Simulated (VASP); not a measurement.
# Mo in VASP: single point with PBE

Aim: the single point of Mo with PBE.

Everything below comes from runs of VASP 6.6.1. Logs are shortened: lines on timing, memory, paths and dates and some standing lists are left out, and cuts for length are marked.

### Step 1. The cell of the first run

The cell holds a slab with vacuum, 4 atoms: a = 3.161 Å, b = 3.161 Å, c = 20.741 Å, α = 90.00°, β = 90.00°, γ = 90.00°.

### Step 2. Single point, PBE

File INCAR:

```
PREC     = Accurate       # precision mode
ENCUT    = 520            # plane-wave cutoff, eV
EDIFF    = 1E-7           # SCF threshold, eV
ISMEAR   = -1             # smearing method
SIGMA    = 0.08           # smearing width, eV
LREAL    = F              # projectors in reciprocal space
LASPH    = T              # aspherical terms in the spheres
NELM     = 100            # most SCF steps
ALGO     = Normal         # electronic algorithm
ISIF     = 2              # what is computed and relaxed
LWAVE    = F              # write WAVECAR
LCHARG   = T              # write CHGCAR
GGA      = PE             # functional
LELF     = T              # ELF
LVHAR    = T            
NBANDS   = 36             # bands
```

File KPOINTS:

```
Automatic mesh
0
Gamma
  12 12 1
```

File POSCAR:

```
Mo
1.0
    3.1607300689      0.0000000000      0.0000000000
    0.0000000000      3.1607300689      0.0000000000
    0.0000000000      0.0000000000     20.7411000000
Mo
4
Direct
    0.2500000000      0.2500000000      0.3936508042
    0.7500000000      0.7500000000      0.4584867910
    0.2500000000      0.2500000000      0.5415132095
    0.7500000000      0.7500000000      0.6063491948
```

Potentials or basis: VASP PAW PBE potentials, release 64 (Mo_sv).

On the command line:

```bash
$ cat potpaw_PBE.64/Mo_sv/POTCAR > POTCAR
$ mpirun -np 1 vasp_std > vasp.out
```

OUTCAR:

```text
PREC = Accurate
   ENCUT = 520
   EDIFF = 1E-7
   ISMEAR = -1
   LREAL = F
   LASPH = T
   NELM = 100
   ISIF = 2
   GGA = PE

 ion  position               nearest neighbor table
   1  0.250  0.250  0.394-   2 2.61   2 2.61   2 2.61   2 2.61   3 3.07
   2  0.750  0.750  0.458-   1 2.61   1 2.61   1 2.61   1 2.61   3 2.82   3 2.82   3 2.82   3 2.82
                             4 3.07
   3  0.250  0.250  0.542-   4 2.61   4 2.61   4 2.61   4 2.61   2 2.82   2 2.82   2 2.82   2 2.82
                             1 3.07
   4  0.750  0.750  0.606-   3 2.61   3 2.61   3 2.61   3 2.61   2 3.07

  LATTYP: Found a simple tetragonal cell.
 ALAT       =     3.1607300689
 C/A-ratio  =     6.5621231639

  Lattice vectors:

 A1 = (   3.1607300689,   0.0000000000,   0.0000000000)
 A2 = (   0.0000000000,   3.1607300689,   0.0000000000)
 A3 = (   0.0000000000,   0.0000000000,  20.7411000000)

Analysis of symmetry for initial positions (statically):
=====================================================================
 Subroutine PRICEL returns:
 Original cell was already a primitive cell.

 Routine SETGRP: Setting up the symmetry group for a
 simple tetragonal supercell.

 Subroutine GETGRP returns: Found 16 space group operations
 (whereof  4 operations were pure point group operations)
 out of a pool of 16 trial point group operations.

The static configuration has the point symmetry C_2h.
 The point group associated with its full space group is D_4h.

Analysis of symmetry for dynamics (positions and initial velocities):
=====================================================================
 Subroutine PRICEL returns:
 Original cell was already a primitive cell.

 Routine SETGRP: Setting up the symmetry group for a
 simple tetragonal supercell.

 Subroutine GETGRP returns: Found 16 space group operations
 (whereof  4 operations were pure point group operations)
 out of a pool of 16 trial point group operations.

The dynamic configuration has the point symmetry C_2h.
 The point group associated with its full space group is D_4h.

 Subroutine INISYM returns: Found 16 space group operations
 (whereof  4 operations are pure point group operations),
 and found     1 'primitive' translations

----------------------------------------------------------------------------------------

                                     Primitive cell
[... 93 lines left out ...]
   ENCUT  =  520.0 eV  38.22 Ry    6.18 a.u.   5.88  5.88 38.56*2*pi/ulx,y,z
   NELM   =    100;   NELMIN=  2; NELMDL= -5     # of ELM steps
   EDIFF  = 0.1E-06   stopping-criterion for ELM
   LREAL  =      F    real-space projection
   EDIFFG = 0.1E-05   stopping-criterion for IOM
   NSW    =      0    number of steps for IOM
   IBRION =     -1    ionic relax: 0-MD 1-quasi-New 2-CG
   NFREE  =      0    steps in history (QN), initial steepest desc. (CG)
   ISIF   =      2    stress and relaxation
   ISYM   =      2    0-nonsym 1-usesym 2-fastsym
   POTIM  = 0.5000    time-step for ionic-motion
   TEBEG  =    0.0;   TEEND  =   0.0 temperature during run
   PSTRESS=    0.0 pullay stress
   NELECT =      56.0000    total number of electrons
   NUPDOWN=      -1.0000    fix difference up-down
   EMIN   =  10.00;   EMAX   =-10.00  energy-range for DOS
   EFERMI =   0.00;   METHOD = LEGACY
   ISMEAR =    -1;   SIGMA  =   0.08  broadening in eV -4-tet -1-fermi 0-gaus
   EFERMI_NEDOS =   21; number of points for ismear=-14 and -15
   IALGO  =     38    algorithm
   IMIX   =      4    mixing-type and parameters
     AMIX     =   0.40;   BMIX     =  1.00
     AMIX_MAG =   1.60;   BMIX_MAG =  1.00
  volume/ion in A,a.u.               =      51.80       349.58
  Fermi-wavevector in a.u.,A,eV,Ry     =   1.058446  2.000173 15.242710  1.120308
  Thomas-Fermi vector in A             =   2.193755
   LORBIT       =      0    0 simple, 1 ext, 2 COOP (PROOUT), +10 PAW based schemes
   GGA     = PE    functional components
   LHFCALC =     F    Hartree Fock is set to
   AEXX    =    0.0000 exact exchange contribution
   IVDW    =     0    specifies the selected vdW correction
   LEPSILON=     F    determine dielectric tensor
   LRPA    =     F    only Hartree local field effects (RPA)
 non-spin polarized calculation
  energy-cutoff  :      520.00
  volume of cell :      207.21
 maximum number of plane-waves:      5640
 NGX is ok and might be reduce to    24
   NGX = 11   NGY = 11   NGZ = 77

 number of electron      56.0000005 magnetization

 Free energy of the ion-electron system (eV)
  ---------------------------------------------------
  ext. energy  EPLUGINS =         0.00000000
  ---------------------------------------------------
  free energy    TOTEN  =       -39.82963477 eV

  energy without entropy =      -39.72093972  energy(sigma->0) =      -39.77528724

 E-fermi :   1.1124     XC(G=0):  -5.0903

 val. band max:        1.1044027812   @ k =   0.4167   0.1667   0.0000
 cond. band min:       1.1147968110   @ k =   0.5000   0.0833   0.0000
 fundamental gap:      0.0103940298
 Fermi energy:         1.1123674337

 k-point     1 :       0.0000    0.0000    0.0000
  band No.  band energies     occupation
      1     -59.7979      2.00000
      2     -59.6657      2.00000
      3     -59.2848      2.00000
      4     -59.2630      2.00000
      5     -34.0311      2.00000
      6     -34.0311      2.00000
[... 925 lines left out ...]
     35       3.6960      0.00000
     36       3.9549      0.00000

 [... further k-points ...]

------------------------ aborting loop because EDIFF is reached ----------------------------------------

  FORCE on cell =-STRESS in cart. coord.  units (eV):
  Direction    XX          YY          ZZ          XY          YZ          ZX
  --------------------------------------------------------------------------------------
  -------------------------------------------------------------------------------------
  Total       -2.3328166     -2.3328166      0.1357886      0.0000000      0.0000000      0.0000000
  in kB      -18.0378416    -18.0378416      1.0499470      0.0000000      0.0000000      0.0000000
  external PRESSURE =     -11.6752454 kB  Pullay stress =       0.0000000 kB

 VOLUME and BASIS-vectors are now :
 -----------------------------------------------------------------------------
  energy-cutoff  :      520.00
  volume of cell :      207.21
      direct lattice vectors                 reciprocal lattice vectors
     3.160730069  0.000000000  0.000000000     0.316382601  0.000000000  0.000000000
     0.000000000  3.160730069  0.000000000     0.000000000  0.316382601  0.000000000
     0.000000000  0.000000000 20.741100000     0.000000000  0.000000000  0.048213451

 POSITION                                       TOTAL-FORCE (eV/Angst)
 -----------------------------------------------------------------------------------
      0.79018      0.79018      8.16475        -0.000000      0.000000     -0.041402
      2.37055      2.37055      9.50952         0.000000     -0.000000      0.015293
      0.79018      0.79018     11.23158         0.000000      0.000000     -0.015293
      2.37055      2.37055     12.57635        -0.000000      0.000000      0.041402
 -----------------------------------------------------------------------------------
    total drift:                                0.000000     -0.000000      0.000027

  FREE ENERGIE OF THE ION-ELECTRON SYSTEM (eV)
  ---------------------------------------------------
  free  energy   TOTEN  =       -39.8296347676 eV

  energy  without entropy=      -39.7209397222  energy(sigma->0) =      -39.77528724
```

stdout:

```text
POSCAR found type information on POSCAR Mo
 POSCAR found :  1 types and       4 ions
 scaLAPACK will be used
 LDA part: xc-table for (Slater+PW92), standard interpolation
 POSCAR, INCAR and KPOINTS ok, starting setup
 FFT: planning ... GRIDC
 FFT: planning ... GRID_SOFT
 FFT: planning ... GRID
 WAVECAR not read
 entering main loop
```

Run time: 3.7 min. Hardware: 1 thread of Intel Xeon Platinum 8488C (Sapphire Rapids), shared host; peak memory 0.36 GiB.

What came out:

| Property | Result |
| --- | --- |
| Free energy | -39.8296 eV |
| Largest force | 0.041 eV/Å |
| Band gap on the k mesh | zero (bands 28 and 29 overlap by 1.71 eV) |

Forces in eV/Å, atoms in the order of the input:
```
Mo   0.000  0.000 -0.041
Mo   0.000  0.000  0.015
Mo   0.000  0.000 -0.015
Mo   0.000  0.000  0.041
```

Caveat: there is no dipole correction, which matters where the two faces differ.
